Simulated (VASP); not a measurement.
Runs of VASP 6.6.1 on GaAs. The structure is that of space group F-43m (No. 216), or close to it. The cells are those of the table. 

```tsv
cell	gap on the mesh (eV)	pressure (GPa)
a = 3.831 Å, angles 60.0°, 2 atoms	1.18	16.5
a = 3.998 Å, angles 60.0°, 2 atoms	0.52	3.4
a = 3.944 Å, angles 60.0°, 2 atoms	0.83	(b)
a = 3.888 Å, angles 60.0°, 2 atoms	(a)	(c)
a = 4.050 Å, angles 60.0°, 2 atoms	0.23	0.7
```

Alike in all rows: task single point; level PBE; potentials or basis VASP PAW PBE potentials, release 64 (Ga_d, As); no spin polarisation; k mesh 6 × 6 × 6; cutoff (eV) 520; smearing gaussian 0.01 eV.

Question: Estimate the missing entries.

Answer: (a) 1.17; (b) 6.9; (c) 11.2.

A k mesh can miss the band edges, and the runs leave out spin-orbit coupling on As, Ga.
